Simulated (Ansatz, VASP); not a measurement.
# Hg in VASP and in Ansatz

```
Hg
1.0
    -2.63050    2.63050    3.68656
     2.63050   -2.63050    3.68656
     2.63050    2.63050   -3.68656
Hg
4
Direct
  0.87500 0.37500 0.00000
  0.37500 0.87500 0.00000
  0.62500 0.62500 0.50000
  0.12500 0.12500 0.50000
```

Alike in both runs: functional PBE; dispersion D3(BJ); k mesh 12 × 12 × 12; occupations gaussian, width 0.1 eV; no spin polarisation.

Ansatz relaxed the structure, and its values are those at the end. VASP's run is a single point on that final structure, the one shown.

|  | VASP | Ansatz |
| --- | --- | --- |
| version | VASP 6.6.1 | Ansatz 0.2.0 |
| potentials or method | VASP PAW PBE potentials, release 64 (Hg), cutoff 520 eV | scalar-relativistic, plane waves, PAW |
| valence electrons in the cell | 48 | 80 |

```tsv
	VASP	Ansatz	Ansatz less VASP
gap on the k mesh at the Fermi level (eV)	none	none	-
pressure (GPa)	0.2	0.0	-0.22
```

A gap of «none» marks a metal or a gap that the smearing closes. VASP's potentials hold 48 valence electrons a cell and Ansatz's 80, so a difference there can come from the potentials and not from the codes. Ansatz's warnings: structure snapped to symmetry.

Spin-orbit coupling is off throughout.
